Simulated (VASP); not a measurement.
# Si5C3 (R3m) in VASP: single point with PBE

Aim: the single point of Si5C3 with PBE.

All numbers are computed with VASP 6.6.1; they aren't measurements. Logs are shortened: lines on timing, memory, paths and dates and some standing lists are left out, and cuts for length are marked.

**1. The cell of the first run**

It takes space group R3m (No. 160, trigonal). The conventional cell has a = 3.109 Å, b = 3.109 Å, c = 34.435 Å, α = 90.00°, β = 90.00°, γ = 120.00°. Si (site symmetry 3m) has 1 C at 1.90 Å and 3 Si at 2.37 Å within 2.5 Å. Within 2.5 Å of Si (site symmetry 3m) lie 4 C at 1.90 to 1.91 Å. Si (site symmetry 3m) has 4 C at 1.90 Å within 2.5 Å. Within 2.5 Å of Si (site symmetry 3m) lie 3 C at 1.90 Å and 1 Si at 2.37 Å. Si (site symmetry 3m) has 4 Si at 2.37 Å within 3.1 Å. C (site symmetry 3m) has 4 Si at 1.90 Å within 2.5 Å. C (site symmetry 3m) has 4 Si at 1.90 to 1.91 Å within 2.5 Å. C (site symmetry 3m) has 4 Si at 1.90 Å within 2.5 Å.

**2. Single point, PBE**

INCAR

```
SYSTEM = Si5C3
  PREC = Accurate
  ENCUT = 520
  EDIFF = 1E-7
  ISMEAR = 0
  SIGMA = 0.2
  LREAL = .False.
  LASPH = .True.
  NELM = 60
  ALGO = Normal
  ISIF = 2
  LWAVE = .False.
  LCHARG = .False.
  GGA = PE
  NBANDS = 26
```

KPOINTS

```
regular mesh
0
Gamma
  5 5 5
  0 0 0
```

POSCAR

```
Si5C3
1.0
    1.5545035661      0.8974930523     11.4783705318
   -1.5545035661      0.8974930523     11.4783705318
    0.0000000000     -1.7949861046     11.4783705318
Si C
5 3
Direct
   -0.0121771886     -0.0121771886     -0.0121771886
    0.5081813712      0.5081813712      0.5081813712
    0.2481405218      0.2481405218      0.2481405218
    0.7682678113      0.7682678113      0.7682678113
    0.6993776695      0.6993776695      0.6993776695
    0.9327813510      0.9327813510      0.9327813510
    0.4526381160      0.4526381160      0.4526381160
    0.1929903478      0.1929903478      0.1929903478
```

Potentials or basis: VASP PAW PBE potentials, release 64 (Si, C).

The run is started by

```sh
> cat potpaw_PBE.64/Si/POTCAR potpaw_PBE.64/C/POTCAR > POTCAR
> mpirun -np 1 vasp_std > vasp.out
```

OUTCAR:

```text
SYSTEM = Si5C3
   PREC = Accurate
   ENCUT = 520
   EDIFF = 1E-7
   ISMEAR = 0
   LREAL = .False.
   LASPH = .True.
   NELM = 60
   ISIF = 2
   GGA = PE

 ion  position               nearest neighbor table
   1  0.988  0.988  0.988-   6 1.90   5 2.37   5 2.37   5 2.37   3 3.09   3 3.09   3 3.09
   2  0.508  0.508  0.508-   8 1.90   8 1.90   8 1.90   7 1.91   4 3.10   4 3.10   4 3.10   3 3.10
                             3 3.10   3 3.10
   3  0.248  0.248  0.248-   6 1.90   6 1.90   6 1.90   8 1.90   1 3.09   1 3.09   1 3.09   2 3.10
                             2 3.10   2 3.10
   4  0.768  0.768  0.768-   7 1.90   7 1.90   7 1.90   5 2.37   2 3.10   2 3.10   2 3.10
   5  0.699  0.699  0.699-   1 2.37   1 2.37   1 2.37   4 2.37
   6  0.933  0.933  0.933-   1 1.90   3 1.90   3 1.90   3 1.90
   7  0.453  0.453  0.453-   4 1.90   4 1.90   4 1.90   2 1.91
   8  0.193  0.193  0.193-   3 1.90   2 1.90   2 1.90   2 1.90

  LATTYP: Found a trigonal (rhomboedric) cell.
 ALAT       =    11.6178726616
 COS(alpha) =     0.9641936364

  Lattice vectors:

 A1 = (   1.5545035661,   0.8974930523,  11.4783705318)
 A2 = (  -1.5545035661,   0.8974930523,  11.4783705318)
 A3 = (   0.0000000000,  -1.7949861046,  11.4783705318)

Analysis of symmetry for initial positions (statically):
=====================================================================
 Subroutine PRICEL returns:
 Original cell was already a primitive cell.

 Routine SETGRP: Setting up the symmetry group for a
 trigonal (rhombohedral) supercell.

 Subroutine GETGRP returns: Found  6 space group operations
 (whereof  6 operations were pure point group operations)
 out of a pool of 12 trial point group operations.

The static configuration has the point symmetry C_3v.

Analysis of symmetry for dynamics (positions and initial velocities):
=====================================================================
 Subroutine PRICEL returns:
 Original cell was already a primitive cell.

 Routine SETGRP: Setting up the symmetry group for a
 trigonal (rhombohedral) supercell.

 Subroutine GETGRP returns: Found  6 space group operations
 (whereof  6 operations were pure point group operations)
 out of a pool of 12 trial point group operations.

The dynamic configuration has the point symmetry C_3v.

 Subroutine INISYM returns: Found  6 space group operations
 (whereof  6 operations are pure point group operations),
 and found     1 'primitive' translations

----------------------------------------------------------------------------------------

                                     Primitive cell

  volume of cell :      96.0847

  direct lattice vectors                    reciprocal lattice vectors
     1.554503566  0.897493052 11.478370532     0.321646094  0.185702459  0.029040127
    -1.554503566  0.897493052 11.478370532    -0.321646094  0.185702459  0.029040127
     0.000000000 -1.794986105 11.478370532     0.000000000 -0.371404918  0.029040127

  length of vectors
    11.617872662 11.617872662 11.617872662     0.372538511  0.372538511  0.372538511

  position of ions in fractional coordinates (direct lattice)
     0.987822811  0.987822811  0.987822811
     0.508181371  0.508181371  0.508181371
     0.248140522  0.248140522  0.248140522
     0.768267811  0.768267811  0.768267811
     0.699377670  0.699377670  0.699377670
     0.932781351  0.932781351  0.932781351
     0.452638116  0.452638116  0.452638116
     0.192990348  0.192990348  0.192990348

  ion indices of the primitive-cell ions
   primitive index   ion index
                 1           1
                 2           2
                 3           3
                 4           4
                 5           5
                 6           6
                 7           7
                 8           8

----------------------------------------------------------------------------------------

 KPOINTS: regular mesh

Automatic generation of k-mesh.
 Grid dimensions read from file:
 generate k-points for:    5    5    5

 Generating k-lattice:

  Cartesian coordinates                     Fractional coordinates (reciprocal lattice)
     0.064329219  0.037140492  0.005808025     0.200000000  0.000000000  0.000000000
    -0.064329219  0.037140492  0.005808025     0.000000000  0.200000000  0.000000000
     0.000000000 -0.074280984  0.005808025     0.000000000  0.000000000  0.200000000

  Length of vectors
     0.074507702  0.074507702  0.074507702

  Shift w.r.t. Gamma in fractional coordinates (k-lattice)
     0.000000000  0.000000000  0.000000000

 Subroutine IBZKPT returns following result:
 ===========================================

 Found     19 irreducible k-points:

 Following reciprocal coordinates:
            Coordinates               Weight
  0.000000  0.000000  0.000000      1.000000
  0.200000 -0.000000  0.000000      6.000000
  0.400000 -0.000000  0.000000      6.000000
  0.200000  0.200000  0.000000      6.000000
  0.400000  0.200000  0.000000     12.000000
 -0.400000  0.200000 -0.000000     12.000000
[... 11 lines left out ...]
  0.400000  0.400000  0.400000      2.000000
 -0.400000  0.400000  0.400000      6.000000
   k-points           NKPTS =     19   k-points in BZ     NKDIM =     19   number of bands    NBANDS=     26
   number of dos      NEDOS =    301   number of ions     NIONS =      8
   total plane-waves  NPLWV = 729000
   dimension x,y,z NGX =    90 NGY =   90 NGZ =   90
   dimension x,y,z NGXF=   180 NGYF=  180 NGZF=  180
   ions per type =               5   3
   NGX,Y,Z   is equivalent  to a cutoff of  12.88, 12.88, 12.88 a.u.
   NGXF,Y,Z  is equivalent  to a cutoff of  25.76, 25.76, 25.76 a.u.
 SYSTEM =  Si5C3
   PREC   = accura    normal or accurate (medium, high low for compatibility)
   ISTART =      0    job   : 0-new  1-cont  2-samecut
   ICHARG =      2    charge: 1-file 2-atom 10-const
   ISPIN  =      1    spin polarized calculation?
   LNONCOLLINEAR =      F non collinear calculations
   LSORBIT =      F    spin-orbit coupling
   LASPH  =      T    aspherical Exc in radial PAW
   ENCUT  =  520.0 eV  38.22 Ry    6.18 a.u.  21.60 21.60 21.60*2*pi/ulx,y,z
   NELM   =     60;   NELMIN=  2; NELMDL= -5     # of ELM steps
   EDIFF  = 0.1E-06   stopping-criterion for ELM
   LREAL  =      F    real-space projection
   EDIFFG = 0.1E-05   stopping-criterion for IOM
   NSW    =      0    number of steps for IOM
   IBRION =     -1    ionic relax: 0-MD 1-quasi-New 2-CG
   NFREE  =      0    steps in history (QN), initial steepest desc. (CG)
   ISIF   =      2    stress and relaxation
   ISYM   =      2    0-nonsym 1-usesym 2-fastsym
   POTIM  = 0.5000    time-step for ionic-motion
   TEBEG  =    0.0;   TEEND  =   0.0 temperature during run
   PSTRESS=    0.0 pullay stress
   NELECT =      32.0000    total number of electrons
   NUPDOWN=      -1.0000    fix difference up-down
   EMIN   =  10.00;   EMAX   =-10.00  energy-range for DOS
   EFERMI =   0.00;   METHOD = LEGACY
   ISMEAR =     0;   SIGMA  =   0.20  broadening in eV -4-tet -1-fermi 0-gaus
   EFERMI_NEDOS =   21; number of points for ismear=-14 and -15
   IALGO  =     38    algorithm
   IMIX   =      4    mixing-type and parameters
     AMIX     =   0.40;   BMIX     =  1.00
     AMIX_MAG =   1.60;   BMIX_MAG =  1.00
  volume/ion in A,a.u.               =      12.01        81.05
  Fermi-wavevector in a.u.,A,eV,Ry     =   1.134767  2.144399 17.520172  1.287696
  Thomas-Fermi vector in A             =   2.271471
   LORBIT       =      0    0 simple, 1 ext, 2 COOP (PROOUT), +10 PAW based schemes
   GGA     = PE    functional components
   LHFCALC =     F    Hartree Fock is set to
   AEXX    =    0.0000 exact exchange contribution
   IVDW    =     0    specifies the selected vdW correction
   LEPSILON=     F    determine dielectric tensor
   LRPA    =     F    only Hartree local field effects (RPA)
 non-spin polarized calculation
 Gauss-broadening in eV      SIGMA  =   0.20
  energy-cutoff  :      520.00
  volume of cell :       96.08
 maximum number of plane-waves:      2603
 NGX is ok and might be reduce to    90
   NGX = 43   NGY = 43   NGZ = 43

 number of electron      32.0000000 magnetization

 Free energy of the ion-electron system (eV)
  ---------------------------------------------------
  ext. energy  EPLUGINS =         0.00000000
  ---------------------------------------------------
  free energy    TOTEN  =       -54.08140959 eV

  energy without entropy =      -54.04965137  energy(sigma->0) =      -54.06553048

 E-fermi :   9.4501     XC(G=0): -11.0281

 val. band max:        9.1490899637   @ k =  -0.4000   0.2000  -0.0000
 cond. band min:       9.5245872908   @ k =   0.4000  -0.0000   0.0000
 fundamental gap:      0.3754973271
 Fermi energy:         9.4500979125

 k-point     1 :       0.0000    0.0000    0.0000
  band No.  band energies     occupation
      1      -7.4268      2.00000
      2      -6.5728      2.00000
      3      -5.3721      2.00000
      4      -3.5188      2.00000
      5      -0.8809      2.00000
      6       2.3109      2.00000
[... 18 lines left out ...]
     25      15.0738      0.00000
     26      15.0741      0.00000

 k-point     2 :       0.2000   -0.0000    0.0000
  band No.  band energies     occupation
      1      -6.7582      2.00000
      2      -5.9312      2.00000
      3      -4.7347      2.00000
      4      -2.8098      2.00000
      5      -0.2426      2.00000
      6       2.4556      2.00000
[... 18 lines left out ...]
     25      15.3210      0.00000
     26      15.7032      0.00000

 k-point     3 :       0.4000   -0.0000    0.0000
  band No.  band energies     occupation
      1      -4.9310      2.00000
      2      -4.2692      2.00000
      3      -3.3242      2.00000
      4      -0.8767      2.00000
      5      -0.0561      2.00000
      6       0.2563      2.00000
[... 427 lines left out ...]
 k-point    18 :       0.4000    0.4000    0.4000
  band No.  band energies     occupation
      1      -7.4108      2.00000
      2      -6.6401      2.00000
      3      -5.2105      2.00000
      4      -3.7704      2.00000
      5      -0.1082      2.00000
      6       0.6845      2.00000
[... 18 lines left out ...]
     25      14.8832      0.00000
     26      15.0131      0.00000

 k-point    19 :      -0.4000    0.4000    0.4000
  band No.  band energies     occupation
      1      -6.7426      2.00000
      2      -5.9938      2.00000
      3      -4.5922      2.00000
      4      -3.0424      2.00000
      5       0.6319      2.00000
      6       1.0031      2.00000
[... 18 lines left out ...]
     25      15.4048      0.00000
     26      15.5598      0.00000

------------------------ aborting loop because EDIFF is reached ----------------------------------------

  FORCE on cell =-STRESS in cart. coord.  units (eV):
  Direction    XX          YY          ZZ          XY          YZ          ZX
  --------------------------------------------------------------------------------------
  -------------------------------------------------------------------------------------
  Total       -0.0461392     -0.0461392      0.0445733      0.0000000      0.0000000      0.0000000
  in kB       -0.7693537     -0.7693537      0.7432431      0.0000000      0.0000000      0.0000000
  external PRESSURE =      -0.2651547 kB  Pullay stress =       0.0000000 kB

 VOLUME and BASIS-vectors are now :
 -----------------------------------------------------------------------------
  energy-cutoff  :      520.00
  volume of cell :       96.08
      direct lattice vectors                 reciprocal lattice vectors
     1.554503566  0.897493052 11.478370532     0.321646094  0.185702459  0.029040127
    -1.554503566  0.897493052 11.478370532    -0.321646094  0.185702459  0.029040127
     0.000000000 -1.794986105 11.478370532     0.000000000 -0.371404918  0.029040127

 POSITION                                       TOTAL-FORCE (eV/Angst)
 -----------------------------------------------------------------------------------
      0.00000      0.00000     34.01579         0.000000      0.000000     -0.064231
      0.00000      0.00000     17.49928         0.000000      0.000000     -0.013961
      0.00000      0.00000      8.54475         0.000000      0.000000      0.026453
      0.00000      0.00000     26.45539         0.000000     -0.000000     -0.002095
      0.00000      0.00000     24.08315         0.000000      0.000000      0.036518
      0.00000      0.00000     32.12043         0.000000     -0.000000     -0.039236
      0.00000      0.00000     15.58664         0.000000      0.000000      0.033868
      0.00000      0.00000      6.64564         0.000000      0.000000      0.022685
 -----------------------------------------------------------------------------------
    total drift:                               -0.000000     -0.000000     -0.000039

  FREE ENERGIE OF THE ION-ELECTRON SYSTEM (eV)
  ---------------------------------------------------
  free  energy   TOTEN  =       -54.0814095936 eV

  energy  without entropy=      -54.0496513689  energy(sigma->0) =      -54.06553048
```

It took 14 min on 1 thread of Intel Xeon Platinum 8559C (Emerald Rapids), shared host; peak memory 1.2 GiB.

Results:

```yaml
Free_energy: -54.0814 eV
Pressure: 0.0 GPa
Largest_force: 0.064 eV/Å
Band_gap_on_the_k_mesh: zero (band 16 reaches 12.40 eV, above the bottom of band 17 at 8.70 eV)
```

Forces in eV/Å, atoms in the order of the input:
```
Si   0.000  0.000 -0.064
Si   0.000  0.000 -0.014
Si   0.000  0.000  0.026
Si   0.000  0.000 -0.002
Si   0.000  0.000  0.037
C    0.000  0.000 -0.039
C    0.000  0.000  0.034
C    0.000  0.000  0.023
```

Levels at points of the mesh, in eV from the Fermi level:
```csv
k point,band 12,band 13,band 14,band 15,band 16,band 17,band 18,band 19,band 20,band 21
"(0.00, 0.00, 0.00)",-2.57,-2.17,-2.17,0.10,2.95,2.95,3.41,3.73,4.36,4.97
```

Caveat: the k points lie up to 0.47 Å⁻¹ apart.
